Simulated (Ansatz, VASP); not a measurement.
# H in VASP and in Ansatz

INCAR

```
SYSTEM = H
ALGO = Normal
DIPOL = 0.5 0.5 0.674
EDIFF = 1E-6
ENCUT = 520
GGA = PE
IDIPOL = 3
ISIF = 2
ISMEAR = 0
IVDW = 12
LASPH = .TRUE.
LCHARG = .FALSE.
LDIPOL = .TRUE.
LREAL = .FALSE.
LWAVE = .FALSE.
NBANDS = 10
NELM = 80
PREC = Accurate
SIGMA = 0.1
```

The input KPOINTS:

```
k-points
0
G
  3 3 1
  0 0 0
```

The input POSCAR:

```
H
1.0
    8.0601468099      0.0000000000      0.0000000000
   -4.0300734049      6.9802918956      0.0000000000
    0.0000000000      0.0000000000     22.1135764450
H
4
Direct
    0.7013467411      0.3884374279      0.6720373076
    0.6233576444      0.2857572817      0.6758107057
    1.1865523606      0.8906064291      0.6684507138
    1.1696524668      0.7960004125      0.6804834924
```

Input for Ansatz:

```yaml
crystal:
  lattice:
    - [8.0601468099, 0.0, 0.0]
    - [-4.0300734049, 6.9802918956, 0.0]
    - [0.0, 0.0, 22.113576445]
  atoms:
    - { symbol: H, position: [0.7013467411, 0.3884374279, 0.6720373076] }
    - { symbol: H, position: [0.6233576444, 0.2857572817, 0.6758107057] }
    - { symbol: H, position: [1.1865523606, 0.8906064291, 0.6684507138] }
    - { symbol: H, position: [1.1696524668, 0.7960004125, 0.6804834924] }
basis:
  ecutwfc: 420
kpoints:
  mp_grid: { grid: [3, 3, 1] }
hamiltonian:
  xc: pbe
  dispersion: d3bj
scf:
  occupations: { method: gaussian, width: 0.1 }
output:
  forces: true
  eigenvalues: true
  write_density: true
  volumetric_format: npy
efield:
  axis: 3
  dipole_correction: true
  ramp_width: 0.04
```

Alike in both runs: task single point; functional PBE; dispersion D3(BJ); k mesh 3 × 3 × 1; occupations gaussian, width 0.1 eV; no spin polarisation.

|  | VASP | Ansatz |
| --- | --- | --- |
| version | VASP 6.6.1 | Ansatz 0.2.0 |
| potentials or method | VASP PAW PBE potentials, release 64 (H), cutoff 520 eV | scalar-relativistic, plane waves, PAW |
| valence electrons in the cell | 4 | 4 |

|  | VASP | Ansatz | Ansatz less VASP |
| --- | --- | --- | --- |
| gap on the k mesh at the Fermi level (eV) | 10.00 | 10.00 | -0.003 |
| rms of the force components (eV/Å) | 0.052 | 0.046 | -0.0064 |

Atom by atom the forces differ by 0.006 eV/Å (rms over components).
